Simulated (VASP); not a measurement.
A run of VASP 6.6.1 is set up as follows.

INCAR

```
SYSTEM = Pb
ALGO = Normal
EDIFF = 1E-8
ENCUT = 520
GGA = PE
ISIF = 2
ISMEAR = -1
LASPH = .True.
LCHARG = .False.
LEFG = .True.
LREAL = .False.
LWAVE = .False.
NBANDS = 21
NELM = 100
PREC = Accurate
SIGMA = 0.05
```

KPOINTS

```
k-points
0
Gamma
  8 8 8
  0 0 0
```

File POSCAR:

```
Pb
1.0
   -0.0343900006      3.4218050552      3.4218050552
    3.4218050552     -0.0343900006      3.4218050552
    3.4218050552      3.4218050552     -0.0343900006
Pb
2
Direct
    0.0000000000      0.0000000000      0.0000000000
    0.2500000000      0.2500000000      0.2500000000
```

Potentials or basis: VASP PAW PBE potentials, release 64 (Pb_d).

Launch:

```console
$ cat potpaw_PBE.64/Pb_d/POTCAR > POTCAR
$ mpirun -np 1 vasp_std > vasp.out
```

Problem. Predict the band gap on the k mesh.

Solution. Zero (bands 14 and 15 overlap by 1.20 eV).

Problem. What does it give for the largest force?

Solution. 0.137 eV/Å.

Problem. What does it give for the pressure?

Solution. 2.3 GPa.

Electric field gradients, principal values (V/Å²):
```csv
atom,least,middle,greatest (by size)
1 Pb,13.565,13.565,-27.131
2 Pb,13.565,13.565,-27.131
```

Caveat: the cell differs from its parent crystal (equal xy, yz and zx shear strains of -1 %); without QUAD_EFG the Cq values of the log hold for a quadrupole moment of 1 mb, not for the nuclei; spin-orbit coupling is left out, which moves the levels of the heavy elements.
